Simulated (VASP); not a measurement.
## HfO2: single point with PBEsol

HfO2:

```
CELL_PARAMETERS angstrom
4.83078 0.00000 0.00000
0.00000 4.83078 0.00000
0.00000 0.00000 3.21018
ATOMIC_POSITIONS crystal
Hf 0.00000 0.00000 0.96900
Hf 0.50000 0.50000 0.53100
O 0.15729 0.76733 0.48830
O 0.34271 0.26733 0.01170
O 0.65729 0.73267 0.01170
O 0.84271 0.23267 0.48830
```

This cell differs from its parent crystal: atoms displaced along a vibrational mode.

| Item | Value |
| --- | --- |
| Program | VASP 6.6.1 |
| Task | single point |
| Functional | PBEsol |
| Potentials or basis | VASP PAW PBE potentials, release 64 (Hf_pv, O) |
| Cutoff | 520 eV |
| k mesh | 6 × 6 × 8 |
| Occupations | gaussian, width 0.05 eV |
| Spin | no spin polarisation |
| Dipole correction | no |
| Further INCAR settings | ALGO = Normal; EDIFF = 1e-06; NBANDS = 31 |

- Pressure: -6.6 GPa
- Largest force: 0.515 eV/Å
- Band gap on the k mesh: 3.97 eV (least direct gap 3.99 eV)

Forces on the atoms (eV/Å):
```
Hf   0.000  0.000  0.515
Hf   0.000  0.000 -0.515
O    0.200  0.406  0.097
O   -0.200  0.406 -0.097
O    0.200 -0.406 -0.097
O   -0.200 -0.406  0.097
```

Stress tensor (GPa, compression positive):
```
-5.52  0.00  0.00
 0.00 -8.14  0.00
 0.00  0.00 -6.23
```

Levels at points of the mesh, in eV from the valence-band top:
```csv
k point,band 19,band 20,band 21,band 22,band 23,band 24,band 25,band 26
"(0.00, 0.00, 0.00)",-0.55,-0.27,-0.21,-0.02,3.97,4.32,5.26,5.39
"(0.50, 0.00, 0.00)",-1.28,-1.28,-0.56,-0.56,4.55,4.55,6.20,6.20
"(0.00, 0.50, 0.00)",-1.13,-1.13,-0.16,-0.16,4.62,4.62,6.24,6.24
"(0.50, 0.50, 0.00)",-0.88,-0.88,-0.78,-0.78,4.23,4.23,5.72,5.72
"(0.00, 0.00, 0.50)",-1.93,-1.77,-0.73,-0.66,5.62,5.69,5.92,6.18
"(0.50, 0.00, 0.50)",-1.12,-1.12,-0.76,-0.76,4.03,4.03,6.42,6.42
"(0.00, 0.50, 0.50)",-1.48,-1.48,-0.52,-0.52,4.64,4.64,6.24,6.24
"(0.50, 0.50, 0.50)",-0.74,-0.74,-0.38,-0.38,5.04,5.04,5.77,5.77
```

Run time: 56 s on 1 thread of Intel(R) Xeon(R) 6975P-C (Granite Rapids), with other jobs on the host, peak memory 0.28 GiB.

Caveat: the cell differs from its parent crystal (atoms displaced along a vibrational mode); the cell stands under tension; the PAW data sets were made with another functional, which shifts forces and pressure a little; spin-orbit coupling is left out, which moves the levels of the heavy elements. A k mesh can miss the band edges.
